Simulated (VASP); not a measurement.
# Ga in VASP: single point with PBE

Aim: the single point of Ga with PBE.

Everything below comes from runs of VASP 6.6.1. Logs are shortened: lines on timing, memory, paths and dates and some standing lists are left out, and cuts for length are marked.

### Step 1. The cell of the first run

The cell holds a slab with vacuum, 8 atoms: a = 2.808 Å, b = 4.267 Å, c = 26.851 Å, α = 90.00°, β = 90.00°, γ = 109.21°.

### Step 2. Single point, PBE

File INCAR:

```
PREC = Accurate ; ENCUT = 520
EDIFF = 1E-7 ; ISMEAR = 0
SIGMA = 0.1 ; LREAL = F
LASPH = T ; NELM = 80
ALGO = Fast ; ISIF = 2
LWAVE = F ; LCHARG = F
LDIPOL = T ; IDIPOL = 3
DIPOL = 0.5 0.5 0.500 ; GGA = PE
NBANDS = 62
```

File KPOINTS:

```
Automatic mesh
0
Gamma
  13 9 1
```

File POSCAR:

```
Ga
1.0
    2.8080461736      0.0000000000      0.0000000000
   -1.4040230868      4.0297821342      0.0000000000
    0.0000000000      0.0000000000     26.8512042258
Ga
8
Direct
    0.2904614800      0.2617837015      0.2882445703
    1.0177054325      0.7260578755      0.3461320295
    0.2853966692      0.2660754450      0.4052988570
    0.0177135454      0.7305505105      0.4677564950
    0.2986121418      0.2694494961      0.5322434979
    0.0309290683      0.7339245600      0.5947011443
    0.2986202966      0.2739421192      0.6538679760
    0.0258641972      0.7382162922      0.7117554300
```

Potentials or basis: VASP PAW PBE potentials, release 64 (Ga_d).

Run with:

```console
$ cat potpaw_PBE.64/Ga_d/POTCAR > POTCAR
$ mpirun -np 1 vasp_std > vasp.out
```

OUTCAR:

```text
PREC = Accurate
   ENCUT = 520
   EDIFF = 1E-7
   ISMEAR = 0
   LREAL = F
   LASPH = T
   NELM = 80
   ISIF = 2
   GGA = PE

 ion  position               nearest neighbor table
   1  0.290  0.262  0.288-   2 2.66   2 2.80   2 2.82
   2  0.018  0.726  0.346-   1 2.66   3 2.69   1 2.80   3 2.81   1 2.82   3 2.82
   3  0.285  0.266  0.405-   2 2.69   4 2.73   2 2.81   2 2.82   4 2.88   4 2.88
   4  0.018  0.731  0.468-   3 2.73   5 2.78   3 2.88   3 2.88   5 2.89   5 2.92
   5  0.299  0.269  0.532-   6 2.73   4 2.78   6 2.88   6 2.88   4 2.89   4 2.92
   6  0.031  0.734  0.595-   7 2.69   5 2.73   7 2.81   7 2.82   5 2.88   5 2.88
   7  0.299  0.274  0.654-   8 2.66   6 2.69   8 2.80   6 2.81   8 2.82   6 2.82
   8  0.026  0.738  0.712-   7 2.66   7 2.80   7 2.82

  LATTYP: Found a base centered orthorhombic cell.
 ALAT       =     2.8080461736
 B/A-ratio  =     2.8701679994
 C/A-ratio  =     9.5622374298

  Lattice vectors:

 A1 = (   1.4040230868,  -4.0297821342,   0.0000000000)
 A2 = (   1.4040230868,   4.0297821342,   0.0000000000)
 A3 = (   0.0000000000,   0.0000000000,  26.8512042258)

Analysis of symmetry for initial positions (statically):
=====================================================================
 Subroutine PRICEL returns:
 Original cell was already a primitive cell.

 Routine SETGRP: Setting up the symmetry group for a
 base centered orthorhombic supercell.

 Subroutine GETGRP returns: Found  2 space group operations
 (whereof  1 operations were pure point group operations)
 out of a pool of  8 trial point group operations.

The static configuration has the point symmetry C_1 .
 The point group associated with its full space group is S_2 .

Analysis of symmetry for dynamics (positions and initial velocities):
=====================================================================
 Subroutine PRICEL returns:
 Original cell was already a primitive cell.

 Routine SETGRP: Setting up the symmetry group for a
 base centered orthorhombic supercell.

 Subroutine GETGRP returns: Found  2 space group operations
 (whereof  1 operations were pure point group operations)
 out of a pool of  8 trial point group operations.

The dynamic configuration has the point symmetry C_1 .
 The point group associated with its full space group is S_2 .

 Subroutine INISYM returns: Found  2 space group operations
 (whereof  1 operations are pure point group operations),
 and found     1 'primitive' translations

----------------------------------------------------------------------------------------

                                     Primitive cell

  volume of cell :     303.8432

  direct lattice vectors                    reciprocal lattice vectors
     2.808046174  0.000000000  0.000000000     0.356119500  0.124076187  0.000000000
    -1.404023087  4.029782134  0.000000000     0.000000000  0.248152373  0.000000000
     0.000000000  0.000000000 26.851204226     0.000000000  0.000000000  0.037242278

  length of vectors
     2.808046174  4.267367441 26.851204226     0.377115365  0.248152373  0.037242278

  position of ions in fractional coordinates (direct lattice)
     0.290461480  0.261783702  0.288244570
     0.017705433  0.726057875  0.346132029
     0.285396669  0.266075445  0.405298857
     0.017713545  0.730550511  0.467756495
     0.298612142  0.269449496  0.532243498
     0.030929068  0.733924560  0.594701144
     0.298620297  0.273942119  0.653867976
     0.025864197  0.738216292  0.711755430

  ion indices of the primitive-cell ions
   primitive index   ion index
                 1           1
                 2           2
                 3           3
                 4           4
                 5           5
                 6           6
                 7           7
[... 32 lines left out ...]
|     Your reciprocal lattice and k-lattice belong to different lattice       |
|     classes:                                                                |
|                                                                             |
|        The reciprocal lattice is base centered orthorhombic,                |
|        whereas your k-lattice is simple monoclinic.                         |
|                                                                             |
|     Results are often still useful ...                                      |
|                                                                             |
 -----------------------------------------------------------------------------

 WARNING: IBZKPT: internal override: KBLOWUP is changed to .FALSE.
      ... skipping the blow-up phase ...

 Subroutine IBZKPT returns following result:
 ===========================================

 Found     59 irreducible k-points:

 Following reciprocal coordinates:
            Coordinates               Weight
  0.000000  0.000000  0.000000      1.000000
  0.076923 -0.000000  0.000000      2.000000
  0.153846 -0.000000  0.000000      2.000000
  0.230769 -0.000000  0.000000      2.000000
  0.307692 -0.000000  0.000000      2.000000
  0.384615 -0.000000  0.000000      2.000000
[... 16 lines left out ...]
  0.153846  0.222222  0.000000      2.000000
  0.230769  0.222222  0.000000      2.000000
 [... further k-points ...]
   k-points           NKPTS =     59   k-points in BZ     NKDIM =     59   number of bands    NBANDS=     62
   number of dos      NEDOS =    301   number of ions     NIONS =      8
   total plane-waves  NPLWV = 153600
   dimension x,y,z NGX =    24 NGY =   32 NGZ =  200
   dimension x,y,z NGXF=    48 NGYF=   64 NGZF=  400
   ions per type =               8
   NGX,Y,Z   is equivalent  to a cutoff of  14.21, 12.47, 12.38 a.u.
   NGXF,Y,Z  is equivalent  to a cutoff of  28.42, 24.93, 24.77 a.u.
 SYSTEM =  unknown system
   PREC   = accura    normal or accurate (medium, high low for compatibility)
   ISTART =      0    job   : 0-new  1-cont  2-samecut
   ICHARG =      2    charge: 1-file 2-atom 10-const
   ISPIN  =      1    spin polarized calculation?
   LNONCOLLINEAR =      F non collinear calculations
   LSORBIT =      F    spin-orbit coupling
   LASPH  =      T    aspherical Exc in radial PAW
   ENCUT  =  520.0 eV  38.22 Ry    6.18 a.u.   5.22  7.93 49.93*2*pi/ulx,y,z
   NELM   =     80;   NELMIN=  2; NELMDL= -5     # of ELM steps
   EDIFF  = 0.1E-06   stopping-criterion for ELM
   LREAL  =      F    real-space projection
   EDIFFG = 0.1E-05   stopping-criterion for IOM
   NSW    =      0    number of steps for IOM
   IBRION =     -1    ionic relax: 0-MD 1-quasi-New 2-CG
   NFREE  =      0    steps in history (QN), initial steepest desc. (CG)
   ISIF   =      2    stress and relaxation
   ISYM   =      2    0-nonsym 1-usesym 2-fastsym
   POTIM  = 0.5000    time-step for ionic-motion
   TEBEG  =    0.0;   TEEND  =   0.0 temperature during run
   PSTRESS=    0.0 pullay stress
   NELECT =     104.0000    total number of electrons
   NUPDOWN=      -1.0000    fix difference up-down
   EMIN   =  10.00;   EMAX   =-10.00  energy-range for DOS
   EFERMI =   0.00;   METHOD = LEGACY
   ISMEAR =     0;   SIGMA  =   0.10  broadening in eV -4-tet -1-fermi 0-gaus
   EFERMI_NEDOS =   21; number of points for ismear=-14 and -15
   IALGO  =     68    algorithm
   IMIX   =      4    mixing-type and parameters
     AMIX     =   0.40;   BMIX     =  1.00
     AMIX_MAG =   1.60;   BMIX_MAG =  1.00
  volume/ion in A,a.u.               =      37.98       256.30
  Fermi-wavevector in a.u.,A,eV,Ry     =   1.145169  2.164055 17.842830  1.311411
  Thomas-Fermi vector in A             =   2.281858
   LORBIT       =      0    0 simple, 1 ext, 2 COOP (PROOUT), +10 PAW based schemes
   GGA     = PE    functional components
   LHFCALC =     F    Hartree Fock is set to
   AEXX    =    0.0000 exact exchange contribution
   IVDW    =     0    specifies the selected vdW correction
   LEPSILON=     F    determine dielectric tensor
   LRPA    =     F    only Hartree local field effects (RPA)
 non-spin polarized calculation
 RMM-DIIS sequential band-by-band and
 Gauss-broadening in eV      SIGMA  =   0.10
  energy-cutoff  :      520.00
  volume of cell :      303.84
 maximum number of plane-waves:      8233
 NGX is ok and might be reduce to    24
   NGX = 11   NGY = 15   NGZ = 99

 dipolmoment           0.000000      0.000000     -0.000000 electrons x Angstroem

 number of electron     104.0000010 magnetization

 dipolmoment           0.000000      0.000000      0.000005 electrons x Angstroem

 Free energy of the ion-electron system (eV)
  ---------------------------------------------------
  ext. energy  EPLUGINS =         0.00000000
  ---------------------------------------------------
  free energy    TOTEN  =       -22.51187899 eV

  energy without entropy =      -22.50226042  energy(sigma->0) =      -22.50706970

 E-fermi :   0.8342     XC(G=0):  -6.0522

 val. band max:        0.8262581282   @ k =   0.3077   0.3333   0.0000
 cond. band min:       0.8795211840   @ k =   0.3846   0.2222   0.0000
 fundamental gap:      0.0532630557
 Fermi energy:         0.8341780904

 k-point     1 :       0.0000    0.0000    0.0000
  band No.  band energies     occupation
      1     -14.4029      2.00000
      2     -14.4019      2.00000
      3     -14.3897      2.00000
      4     -14.3881      2.00000
      5     -14.3630      2.00000
      6     -14.3506      2.00000
[... 1549 lines left out ...]
     61       5.9581      0.00000
     62       6.1958      0.00000

 [... further k-points ...]

------------------------ aborting loop because EDIFF is reached ----------------------------------------

 vacuum level on the upper side and lower side of the slab       (xc-potential included)        -0.080        -0.080

  FORCE on cell =-STRESS in cart. coord.  units (eV):
  Direction    XX          YY          ZZ          XY          YZ          ZX
  --------------------------------------------------------------------------------------
  -------------------------------------------------------------------------------------
  Total        0.1941905      1.2130161      0.0918875     -0.0231214     -0.0190550     -0.0075534
  in kB        1.0239744      6.3962813      0.4845262     -0.1219198     -0.1004777     -0.0398294
  external PRESSURE =       2.6349273 kB  Pullay stress =       0.0000000 kB

 VOLUME and BASIS-vectors are now :
 -----------------------------------------------------------------------------
  energy-cutoff  :      520.00
  volume of cell :      303.84
      direct lattice vectors                 reciprocal lattice vectors
     2.808046174  0.000000000  0.000000000     0.356119500  0.124076187  0.000000000
    -1.404023087  4.029782134  0.000000000     0.000000000  0.248152373  0.000000000
     0.000000000  0.000000000 26.851204226     0.000000000  0.000000000  0.037242278

 POSITION                                       TOTAL-FORCE (eV/Angst)
 -----------------------------------------------------------------------------------
      0.44808      1.05493      7.73971        -0.001254      0.002274     -0.014319
     -0.96968      2.92586      9.29406        -0.001255      0.000384      0.006642
      0.42783      1.07223     10.88276         0.003455     -0.000557     -0.001565
     -0.97597      2.94396     12.55983         0.001670     -0.001065      0.001057
      0.46020      1.08582     14.29138        -0.001670      0.001065     -0.001057
     -0.94360      2.95756     15.96844        -0.003455      0.000557      0.001565
      0.45392      1.10393     17.55714         0.001255     -0.000384     -0.006642
     -0.96384      2.97485     19.11149         0.001254     -0.002274      0.014319
 -----------------------------------------------------------------------------------
    total drift:                               -0.000108     -0.000000      0.000665

  FREE ENERGIE OF THE ION-ELECTRON SYSTEM (eV)
  ---------------------------------------------------
  free  energy   TOTEN  =       -22.5118789877 eV

  energy  without entropy=      -22.5022604200  energy(sigma->0) =      -22.50706970

 vacuum level on the upper side and lower side of the slab         4.653         4.653
```

Run time: 47 min. Hardware: 1 thread of Oxide Virtual Turin-like, shared host; peak memory 0.82 GiB.

What came out:

```
Free energy            : -22.5119 eV
Largest force          : 0.015 eV/Å
Band gap on the k mesh : zero (bands 52 and 53 overlap by 2.20 eV)
```

Forces on the atoms (eV/Å):
```
Ga  -0.001  0.002 -0.014
Ga  -0.001  0.000  0.007
Ga   0.003 -0.001 -0.002
Ga   0.002 -0.001  0.001
Ga  -0.002  0.001 -0.001
Ga  -0.003  0.001  0.002
Ga   0.001  0.000 -0.007
Ga   0.001 -0.002  0.014
```
